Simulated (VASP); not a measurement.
A run of VASP 6.6.1 is set up as follows.

File INCAR:

```
PREC = Accurate
ENCUT = 600
EDIFF = 1E-6
ISMEAR = -1
SIGMA = 0.05
LREAL = F
LASPH = T
NELM = 60
ALGO = Normal
ISIF = 3
LWAVE = F
LCHARG = F
GGA = PS
IBRION = 2
NSW = 80
EDIFFG = -0.01
PSTRESS = 150.0
```

Contents of KPOINTS:

```
Automatic mesh
0
Gamma
  6 6 5
```

Contents of POSCAR:

```
TiPd
1.0
    2.8147090000      0.0000000000      0.0000000000
    0.0000000000      2.8147090000      0.0000000000
    0.0000000000      0.0000000000      3.8657640000
Ti Pd
1 1
Direct
    0.0000000000      0.0000000000      0.0000000000
    0.5000000000      0.5000000000      0.5000000000
```

Potentials or basis: VASP PAW PBE potentials, release 64 (Ti_sv, Pd).

The run is started by

```sh
$ cat potpaw_PBE.64/Ti_sv/POTCAR potpaw_PBE.64/Pd/POTCAR > POTCAR
$ mpirun -np 1 vasp_std > vasp.out
```

Question: What does it give for the relaxed cell?

Answer: a = 2.679 Å, b = 2.679 Å, c = 3.865 Å, α = 90.00°, β = 90.00°, γ = 90.00°.

Question: Predict the relaxed volume.

Answer: 13.87 Å³/atom.

Step by step:
| step | energy change (eV) | largest force (eV/Å) | pressure (GPa) | volume (Å³) |
| --- | --- | --- | --- | --- |
| 1 | 0.0000 | 0.0000 | -3.87 | 30.63 |
| 2 | 1.2399 | 0.0000 | 76.19 | 23.31 |
| 3 | 0.0698 | 0.0000 | 13.85 | 27.96 |
| 4 | 0.0806 | 0.0000 | 14.90 | 27.84 |
| 5 | 0.0856 | 0.0000 | 15.33 | 27.78 |
| 6 | 0.0798 | 0.0000 | 15.31 | 27.74 |
| 7 | 0.0968 | 0.0000 | 16.13 | 27.58 |
| 8 | 0.0784 | 0.0000 | 15.53 | 27.68 |
| 9 | 0.0796 | 0.0000 | 15.54 | 27.67 |
| 10 | 0.0794 | 0.0000 | 15.58 | 27.67 |
| 11 | 0.0586 | 0.0000 | 13.62 | 27.90 |
| 12 | 0.0733 | 0.0000 | 14.99 | 27.73 |

Caveat: the k points lie up to 0.39 Å⁻¹ apart in the final cell; the cell is relaxed towards a set pressure, so the enthalpy falls and the energy may rise; the PAW data sets were made with another functional, which shifts forces and pressure a little.
